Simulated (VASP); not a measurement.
Write the native input for VASP 6.6.1 that does the following.

* Task: relaxation of cell and atoms
* Functional: PBE
* Potentials or basis: VASP PAW PBE potentials, release 64 (Al, In_d)
* Cutoff: 600 eV
* k mesh: 4 × 4 × 4
* Occupations: gaussian, width 0.1 eV
* Spin: no spin polarisation
* Dipole correction: no
* Further INCAR settings: ALGO = Normal; EDIFF = 1e-06; IBRION = 2; EDIFFG = -0.04; NSW = 90; ISIF = 3

The structure of Al4In lies in POSCAR:

```
Al4In
1.0
   -3.0242834000      3.0242834000      3.0242834000
    3.0242834000     -3.0242834000      3.0242834000
    3.0242834000      3.0242834000     -3.0242834000
Al In
4 1
Direct
    0.3495999900      0.3495999900      0.3495999900
    0.6504000100      0.0000000000      0.0000000000
    0.0000000000      0.0000000000      0.6504000100
    0.0000000000      0.6504000100      0.0000000000
    0.0000000000      0.0000000000      0.0000000000
```

The input as run:

INCAR

```
SYSTEM = Al4In
ALGO = Normal
EDIFF = 1E-6
EDIFFG = -0.04
ENCUT = 600
GGA = PE
IBRION = 2
ISIF = 3
ISMEAR = 0
LASPH = .True.
LCHARG = .False.
LREAL = .False.
LWAVE = .False.
NELM = 80
NSW = 90
PREC = Accurate
SIGMA = 0.1
```

KPOINTS

```
k-points
0
Gamma
  4 4 4
  0 0 0
```

Potentials or basis: VASP PAW PBE potentials, release 64 (Al, In_d).

Launch:

```bash
$ cat potpaw_PBE.64/Al/POTCAR potpaw_PBE.64/In_d/POTCAR > POTCAR
$ mpirun -np 1 vasp_std > vasp.out
```

Results of the run:

```yaml
Relaxed_volume: 24.54 Å³/atom
Relaxed_cell: a = 5.422 Å, b = 5.422 Å, c = 5.422 Å, α = 109.47°, β = 109.47°, γ = 109.47°
Space_group_after_relaxing_to_0.05_Å: Im-3m (No. 229)
Energy_gained_by_relaxing: 4458.7 meV/atom
Ionic_steps: 22
Pressure_after_relaxing: 0.0 GPa
```

Caveat: the k points lie up to 0.35 Å⁻¹ apart in the final cell.

Run time: 13 min on 1 thread of AMD EPYC 7R13, on a shared host, peak memory 0.24 GiB.
